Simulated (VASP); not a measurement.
Here is a VASP 6.6.1 calculation.

The input POSCAR:

```
CdS
1.0
    0.0000000000      2.9392148416      2.9392148416
    2.9392148416      0.0000000000      2.9392148416
    2.9392148416      2.9392148416      0.0000000000
Cd S
1 1
Direct
    0.0000000000      0.0000000000      0.0000000000
    0.2500000000      0.2500000000      0.2500000000
```

INCAR.step1

```
SYSTEM = CdS
PREC     = Accurate       ! precision mode
ENCUT    = 520            ! plane-wave cutoff, eV
EDIFF    = 1E-5           ! SCF threshold, eV
ISMEAR   = 0              ! smearing method
SIGMA    = 0.01           ! smearing width, eV
LREAL    = .FALSE.        ! projectors in reciprocal space
LASPH    = .TRUE.         ! aspherical terms in the spheres
NELM     = 100            ! most SCF steps
ALGO     = Normal         ! electronic algorithm
ISIF     = 2              ! what is computed and relaxed
LWAVE    = .TRUE.         ! write WAVECAR
LCHARG   = .FALSE.        ! write CHGCAR
GGA      = PE             ! functional
NBANDS   = 16             ! bands
```

File INCAR.step2:

```
SYSTEM = CdS
PREC     = Accurate       ! precision mode
ENCUT    = 520            ! plane-wave cutoff, eV
EDIFF    = 1E-6           ! SCF threshold, eV
ISMEAR   = 0              ! smearing method
SIGMA    = 0.01           ! smearing width, eV
LREAL    = .FALSE.        ! projectors in reciprocal space
LASPH    = .TRUE.         ! aspherical terms in the spheres
NELM     = 100            ! most SCF steps
ALGO     = Normal         ! electronic algorithm
ISIF     = 2              ! what is computed and relaxed
LWAVE    = .FALSE.        ! write WAVECAR
LCHARG   = .FALSE.        ! write CHGCAR
GGA      = PE             ! functional
LHFCALC  = .TRUE.         ! exact exchange
AEXX     = 0.75           ! exact-exchange fraction
PRECFOCK = Normal       
ISTART   = 1            
NBANDS   = 16             ! bands
```

KPOINTS

```
regular mesh
0
G
  4 4 4
  0 0 0
```

Potentials or basis: VASP PAW PBE potentials, release 64 (Cd, S).

Run with:

```bash
$ cat potpaw_PBE.64/Cd/POTCAR potpaw_PBE.64/S/POTCAR > POTCAR
$ cp INCAR.step1 INCAR
$ mpirun -np 1 vasp_std > vasp.out
$ cp INCAR.step2 INCAR
$ mpirun -np 1 vasp_std > vasp.out
```

(1) What does it give for the pressure?

(2) Estimate the band gap on the k mesh.

Answers

(1) -1.9 GPa.

(2) 6.60 eV, direct.

Caveat: the k points lie up to 0.46 Å⁻¹ apart; the PAW data sets were made with another functional, which shifts forces and pressure a little.
